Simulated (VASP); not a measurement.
# CdPtC6N6 (Fm-3m) in VASP: electric field gradients with PBE+U

Aim: the electric field gradients of CdPtC6N6 with PBE+U.

Program: VASP 6.6.1. These are calculated values, not measurements. Logs are shortened: lines on timing, memory, paths and dates and some standing lists are left out, and cuts for length are marked.

## Step 1: The cell of the first run

Symmetry: Fm-3m, No. 225, cubic system. Conventional cell: a = 10.946 Å, b = 10.946 Å, c = 10.946 Å, α = 90.00°, β = 90.00°, γ = 90.00°. Cd (site symmetry m-3m) has 6 N at 2.31 Å within 3.1 Å. Pt (site symmetry m-3m) has 6 C at 2.01 Å within 2.7 Å. Within 1.6 Å of C (site symmetry 4mm) lie 1 N at 1.16 Å. Within 1.6 Å of N (site symmetry 4mm) lie 1 C at 1.16 Å.

## Step 2: Electric field gradients, PBE+U

The input, INCAR:

```
SYSTEM = CdPtC6N6
PREC     = Accurate       ! precision mode
ENCUT    = 520            ! plane-wave cutoff, eV
EDIFF    = 1E-8           ! SCF threshold, eV
ISMEAR   = 1              ! smearing method
SIGMA    = 0.1            ! smearing width, eV
LREAL    = .False.        ! projectors in reciprocal space
LASPH    = .True.         ! aspherical terms in the spheres
NELM     = 150            ! most SCF steps
ALGO     = Normal         ! electronic algorithm
ISIF     = 2              ! what is computed and relaxed
LWAVE    = .False.        ! write WAVECAR
LCHARG   = .False.        ! write CHGCAR
LMAXMIX  = 4              ! l up to which the mixer works
LDAU     = .True.         ! DFT+U
LDAUTYPE = 2            
LDAUL    = -1 2 -1 -1     ! shell
LDAUU    = 0 4 0 0        ! U, eV
LDAUJ    = 0 0 0 0      
LDAUPRINT= 1            
GGA      = PE             ! functional
LEFG     = .True.       
NBANDS   = 51             ! bands
```

The input, KPOINTS:

```
Automatic mesh
0
Gamma
  5 5 5
  0 0 0
```

The input, POSCAR:

```
CdPtC6N6
1.0
    0.0000000000      5.4730500000      5.4730500000
    5.4730500000      0.0000000000      5.4730500000
    5.4730500000      5.4730500000      0.0000000000
Cd Pt C N
1 1 6 6
Direct
    0.5000000000      0.5000000000      0.5000000000
    0.0000000000      0.0000000000      0.0000000000
    0.8167187910      0.1832812090      0.8167187910
    0.8167187910      0.1832812090      0.1832812090
    0.1832812090      0.8167187910      0.1832812090
    0.1832812090      0.8167187910      0.8167187910
    0.8167187910      0.8167187910      0.1832812090
    0.1832812090      0.1832812090      0.8167187910
    0.7109900483      0.2890099517      0.7109900483
    0.7109900483      0.2890099517      0.2890099517
    0.2890099517      0.7109900483      0.2890099517
    0.2890099517      0.7109900483      0.7109900483
    0.7109900483      0.7109900483      0.2890099517
    0.2890099517      0.2890099517      0.7109900483
```

Potentials or basis: VASP PAW PBE potentials, release 64 (Cd, Pt, C, N).

Run with:

```bash
> cat potpaw_PBE.64/Cd/POTCAR potpaw_PBE.64/Pt/POTCAR potpaw_PBE.64/C/POTCAR potpaw_PBE.64/N/POTCAR > POTCAR
> mpirun -np 1 vasp_std > vasp.out
```

OUTCAR:

```text
SYSTEM = CdPtC6N6
   PREC = Accurate
   ENCUT = 520
   EDIFF = 1E-8
   ISMEAR = 1
   LREAL = .False.
   LASPH = .True.
   NELM = 150
   ISIF = 2
   GGA = PE

 ion  position               nearest neighbor table
   1  0.500  0.500  0.500-   9 2.31  10 2.31  11 2.31  12 2.31  13 2.31  14 2.31
   2  0.000  0.000  0.000-   3 2.01   4 2.01   5 2.01   6 2.01   7 2.01   8 2.01
   3  0.817  0.183  0.817-   9 1.16   2 2.01
   4  0.817  0.183  0.183-  10 1.16   2 2.01
   5  0.183  0.817  0.183-  11 1.16   2 2.01
   6  0.183  0.817  0.817-  12 1.16   2 2.01
   7  0.817  0.817  0.183-  13 1.16   2 2.01
   8  0.183  0.183  0.817-  14 1.16   2 2.01
   9  0.711  0.289  0.711-   3 1.16   1 2.31
  10  0.711  0.289  0.289-   4 1.16   1 2.31
  11  0.289  0.711  0.289-   5 1.16   1 2.31
  12  0.289  0.711  0.711-   6 1.16   1 2.31
  13  0.711  0.711  0.289-   7 1.16   1 2.31
  14  0.289  0.289  0.711-   8 1.16   1 2.31

  LATTYP: Found a face centered cubic cell.
 ALAT       =    10.9461000000

  Lattice vectors:

 A1 = (   0.0000000000,   5.4730500000,   5.4730500000)
 A2 = (   5.4730500000,   0.0000000000,   5.4730500000)
 A3 = (   5.4730500000,   5.4730500000,   0.0000000000)

Analysis of symmetry for initial positions (statically):
=====================================================================
 Subroutine PRICEL returns:
 Original cell was already a primitive cell.

 Routine SETGRP: Setting up the symmetry group for a
 face centered cubic supercell.

 Subroutine GETGRP returns: Found 48 space group operations
 (whereof 48 operations were pure point group operations)
 out of a pool of 48 trial point group operations.

The static configuration has the point symmetry O_h .

Analysis of symmetry for dynamics (positions and initial velocities):
=====================================================================
 Subroutine PRICEL returns:
 Original cell was already a primitive cell.

 Routine SETGRP: Setting up the symmetry group for a
 face centered cubic supercell.

 Subroutine GETGRP returns: Found 48 space group operations
 (whereof 48 operations were pure point group operations)
 out of a pool of 48 trial point group operations.

The dynamic configuration has the point symmetry O_h .

[... 751 lines left out ...]
 -----------------------------------------------------------------------------------
      5.47305      5.47305      5.47305         0.000000     -0.000000      0.000000
      0.00000      0.00000      0.00000         0.000000     -0.000000      0.000000
      5.47305      8.93989      5.47305         0.000000      0.689930      0.000000
      2.00621      5.47305      5.47305        -0.689930     -0.000000      0.000000
      5.47305      2.00621      5.47305         0.000000     -0.689930      0.000000
      8.93989      5.47305      5.47305         0.689930     -0.000000      0.000000
      5.47305      5.47305      8.93989         0.000000     -0.000000      0.689930
      5.47305      5.47305      2.00621         0.000000     -0.000000     -0.689930
      5.47305      7.78257      5.47305         0.000000     -0.362095      0.000000
      3.16353      5.47305      5.47305         0.362095     -0.000000      0.000000
      5.47305      3.16353      5.47305         0.000000      0.362095      0.000000
      7.78257      5.47305      5.47305        -0.362095     -0.000000      0.000000
      5.47305      5.47305      7.78257         0.000000     -0.000000     -0.362095
      5.47305      5.47305      3.16353         0.000000     -0.000000      0.362095
 -----------------------------------------------------------------------------------
    total drift:                                0.000000     -0.000000      0.000000

  FREE ENERGIE OF THE ION-ELECTRON SYSTEM (eV)
  ---------------------------------------------------
  free  energy   TOTEN  =      -104.6221068498 eV

  energy  without entropy=     -104.6272617218  energy(sigma->0) =     -104.62382514

 Electric field gradients (V/A^2)
---------------------------------------------------------------------
 ion       V_xx      V_yy      V_zz      V_xy      V_xz      V_yz
---------------------------------------------------------------------
   1      -0.000     0.000    -0.000     0.002     0.002     0.002
   2      -0.000     0.000    -0.000     0.001     0.001     0.001
   3      25.768   -51.536    25.768     0.000     0.000     0.000
   4     -51.536    25.768    25.768     0.000     0.000     0.000
   5      25.768   -51.536    25.768     0.000     0.000     0.000
   6     -51.536    25.768    25.768     0.000     0.000     0.000
   7      25.768    25.768   -51.536     0.000     0.000     0.000
   8      25.768    25.768   -51.536     0.000     0.000     0.000
   9      35.259   -70.517    35.259     0.000     0.000     0.000
  10     -70.517    35.259    35.259     0.000     0.000     0.000
  11      35.259   -70.517    35.259     0.000     0.000     0.000
  12     -70.517    35.259    35.259     0.000     0.000     0.000
  13      35.259    35.259   -70.517     0.000     0.000     0.000
  14      35.259    35.259   -70.517     0.000     0.000     0.000
---------------------------------------------------------------------

 Electric field gradients after diagonalization (V/A^2)
 (convention: |V_zz| > |V_xx| > |V_yy|)
----------------------------------------------------------------------
 ion       V_xx      V_yy      V_zz     asymmetry (V_yy - V_xx)/ V_zz
----------------------------------------------------------------------
   1      -0.002    -0.002     0.005       0.000
   2      -0.001    -0.001     0.001       0.000
   3      25.768    25.768   -51.536       0.000
   4      25.768    25.768   -51.536       0.000
   5      25.768    25.768   -51.536       0.000
   6      25.768    25.768   -51.536       0.000
   7      25.768    25.768   -51.536       0.000
   8      25.768    25.768   -51.536       0.000
   9      35.259    35.259   -70.517       0.000
  10      35.259    35.259   -70.517       0.000
  11      35.259    35.259   -70.517       0.000
  12      35.259    35.259   -70.517       0.000
  13      35.259    35.259   -70.517       0.000
  14      35.259    35.259   -70.517       0.000
----------------------------------------------------------------------

           NMR quadrupolar parameters

 Cq : quadrupolar parameter    Cq=e*Q*V_zz/h
 eta: asymmetry parameters     (V_yy - V_xx)/ V_zz
 Q  : nuclear electric quadrupole moment in mb (millibarn)
----------------------------------------------------------------------
 ion       Cq(MHz)       eta       Q (mb)
----------------------------------------------------------------------
   1       0.000       0.000       1.000
   2       0.000       0.000       1.000
   3      -0.125       0.000       1.000
   4      -0.125       0.000       1.000
   5      -0.125       0.000       1.000
   6      -0.125       0.000       1.000
   7      -0.125       0.000       1.000
   8      -0.125       0.000       1.000
   9      -0.171       0.000       1.000
  10      -0.171       0.000       1.000
  11      -0.171       0.000       1.000
  12      -0.171       0.000       1.000
  13      -0.171       0.000       1.000
  14      -0.171       0.000       1.000
----------------------------------------------------------------------
```

OSZICAR:

```text
N       E                     dE             d eps       ncg     rms          rms(c)
DAV:   1     0.523742242094E+03    0.52374E+03   -0.34693E+04  1020   0.127E+03
DAV:   2    -0.616596496269E+02   -0.58540E+03   -0.56997E+03  1349   0.303E+02
DAV:   3    -0.118909250282E+03   -0.57250E+02   -0.56757E+02  1208   0.981E+01
DAV:   4    -0.120372612841E+03   -0.14634E+01   -0.14522E+01  1341   0.174E+01
[... 11 lines left out ...]
DAV:  16    -0.104622106721E+03    0.70077E-05   -0.23729E-06  1269   0.538E-03    0.180E-03
DAV:  17    -0.104622106788E+03   -0.66494E-07   -0.11242E-07  1325   0.162E-03    0.580E-04
DAV:  18    -0.104622106865E+03   -0.77895E-07   -0.21079E-08   922   0.713E-04    0.271E-04
DAV:  19    -0.104622106850E+03    0.15143E-07   -0.21638E-09   794   0.250E-04    0.103E-04
DAV:  20    -0.104622106850E+03    0.52023E-09   -0.42599E-10   741   0.137E-04
   1 F= -.10462211E+03 E0= -.10462383E+03  d E =0.515487E-02
```

It took 12 min on 1 thread of AMD EPYC, shared host; peak memory 0.56 GiB.

Results:

```yaml
Free_energy: -104.6221 eV
Pressure: 1.3 GPa
Largest_force: 0.690 eV/Å
Band_gap_on_the_k_mesh: 5.25 eV (least direct gap 5.39 eV)
Largest_electric_field_gradient_by_atom: Cd +0.0; Pt -0.0; C -51.5; N -70.5 V/Å²
```

Forces in eV/Å, atoms in the order of the input:
```
Cd   0.000  0.000  0.000
Pt   0.000  0.000  0.000
C    0.000  0.690  0.000
C   -0.690  0.000  0.000
C    0.000 -0.690  0.000
C    0.690  0.000  0.000
C    0.000  0.000  0.690
C    0.000  0.000 -0.690
N    0.000 -0.362  0.000
N    0.362  0.000  0.000
N    0.000  0.362  0.000
N   -0.362  0.000  0.000
N    0.000  0.000 -0.362
N    0.000  0.000  0.362
```

Electric field gradients, principal values (V/Å²):
```tsv
atom	least	middle	greatest (by size)
1 Cd	-0.002	-0.002	0.005
2 Pt	-0.001	-0.001	0.001
3 C	25.768	25.768	-51.536
4 C	25.768	25.768	-51.536
5 C	25.768	25.768	-51.536
6 C	25.768	25.768	-51.536
7 C	25.768	25.768	-51.536
8 C	25.768	25.768	-51.536
9 N	35.259	35.259	-70.517
10 N	35.259	35.259	-70.517
11 N	35.259	35.259	-70.517
12 N	35.259	35.259	-70.517
13 N	35.259	35.259	-70.517
14 N	35.259	35.259	-70.517
```

Eigenvalues of the final occupation matrices:
```
    site  spin  trace               eigenvalues
site 2 d     1   4.13  0.69 0.69 0.92 0.92 0.92
site 2 d     2   4.13  0.69 0.69 0.92 0.92 0.92
```

Caveat: without QUAD_EFG the Cq values of the log hold for a quadrupole moment of 1 mb, not for the nuclei; spin-orbit coupling is left out, which moves the levels of the heavy elements; an odd mesh through Γ misses points on the zone boundary, where band edges can lie.
